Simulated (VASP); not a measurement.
B: single point with PBE

B:

```xyz
8
Lattice="3.6644 0.0000 0.0000 0.0000 3.6644 0.0000 0.0000 0.0000 3.6644" Properties=species:S:1:pos:R:3 pbc="T T T"
B     0.0000    3.6644    3.6644
B     1.8322    1.8322    1.8322
B     0.9161    0.0000    1.8322
B     2.7483    3.6644    1.8322
B     1.8322    0.9161    0.0000
B     1.8322    2.7483    0.0000
B     0.0000    1.8322    0.9161
B     3.6644    1.8322    2.7483
```

- Program: VASP 6.6.1
- Task: single point
- Functional: PBE
- Potentials or basis: VASP PAW PBE potentials, release 64 (B)
- Cutoff: 520 eV
- k mesh: 9 × 9 × 9
- Occupations: fermi-dirac, width 0.1 eV
- Spin: no spin polarisation
- Dipole correction: no
- Further INCAR settings: ALGO = Normal; EDIFF = 1e-06; NBANDS = 22

```
Pressure               : -0.4 GPa
Band gap on the k mesh : zero (band 12 reaches 13.55 eV, above the bottom of band 13 at 9.09 eV)
```

Levels at points of the mesh, in eV from the Fermi level:
```
           k point  band 8  band 9  band 10  band 11  band 12  band 13  band 14  band 15  band 16  band 17
(0.00, 0.00, 0.00)   -2.51   -2.51    -2.51    -2.26    -2.26    -0.19    -0.19    -0.19     2.17     2.17
```

Wall time 14 s on 1 thread of Intel(R) Xeon(R) 6975P-C (Granite Rapids), with other jobs on the host, peak memory 0.16 GiB.
